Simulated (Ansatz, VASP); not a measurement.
Sc in VASP and in Ansatz

Contents of INCAR:

```
ALGO = Normal
EDIFF = 1E-6
ENCUT = 520
GGA = PE
ISIF = 2
ISMEAR = -1
LASPH = T
LCHARG = F
LREAL = F
LWAVE = F
NBANDS = 12
NELM = 100
PREC = Accurate
SIGMA = 0.05
```

Contents of KPOINTS:

```
k-points
0
Gamma
  16 16 16
```

POSCAR

```
Sc
1.0
   -1.6332016422      1.6332016422      1.6332016422
    1.6332016422     -1.6332016422      1.6332016422
    1.6332016422      1.6332016422     -1.6332016422
Sc
1
Direct
    0.0000000000      0.0000000000      0.0000000000
```

Input for Ansatz:

```yaml
crystal:
  lattice:
    - [-1.6332016422, 1.6332016422, 1.6332016422]
    - [1.6332016422, -1.6332016422, 1.6332016422]
    - [1.6332016422, 1.6332016422, -1.6332016422]
  atoms:
    - { symbol: Sc, position: [0.0, 0.0, 0.0] }
kpoints:
  mp_grid: { grid: [16, 16, 16] }
scf:
  occupations: { method: fermi_dirac, width: 0.05 }
hamiltonian:
  xc: pbe
  pseudopotentials: { kind: all_electron, lapw: { basis_error: 0.001 } }
output:
  forces: true
  stress: true
  eigenvalues: true
  populations: true
```

Change from the starting cell: volume scaled by 0.7, LAPW.

Alike in both runs: task single point; functional PBE; k mesh 16 × 16 × 16; occupations fermi-dirac, width 0.05 eV; no spin polarisation.

|  | VASP | Ansatz |
| --- | --- | --- |
| version | VASP 6.6.1 | Ansatz 0.2.0 |
| potentials or method | VASP PAW PBE potentials, release 64 (Sc_sv), cutoff 520 eV | all-electron LAPW, scalar-relativistic |

```tsv
	VASP	Ansatz	Ansatz less VASP
pressure (GPa)	32.3	32.1	-0.21
```

Both programs put the cell under a high pressure, so it lies far from rest at this level. Ansatz ran all-electron here, and VASP with PAW potentials.
